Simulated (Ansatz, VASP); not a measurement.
# One calculation of MgS, two programs

```
Mg S
1.0
     0.00000    2.60152    2.60152
     2.60152    0.00000    2.60152
     2.60152    2.60152    0.00000
Mg S
1 1
Direct
  0.00000 0.00000 0.00000
  0.50000 0.50000 0.50000
```

Alike in both runs: task single point; functional r2SCAN; k mesh 6 × 6 × 6; no spin polarisation.

|  | VASP | Ansatz |
| --- | --- | --- |
| version | VASP 6.6.1 | Ansatz 0.2.0 |
| potentials or method | VASP PAW PBE potentials, release 64 (Mg, S) | plane waves |
| plane-wave cutoff (eV) | 660 | 500 |
| occupations | methfessel-paxton of order 1, width 0.05 eV | cold, width 0.05 eV |
| valence electrons in the cell | 8 | 16 |

Ansatz gave:

```
gap on the k mesh at the Fermi level (eV) : 3.46
pressure (GPa)                            : 0.0
```

Q: Which values does VASP return?

A: gap on the k mesh at the Fermi level (eV): 3.43; pressure (GPa): -0.4.

VASP's potentials were made for PBE, not for r2SCAN. VASP's potentials hold 8 valence electrons a cell and Ansatz's 16, so a difference there can come from the potentials and not from the codes.
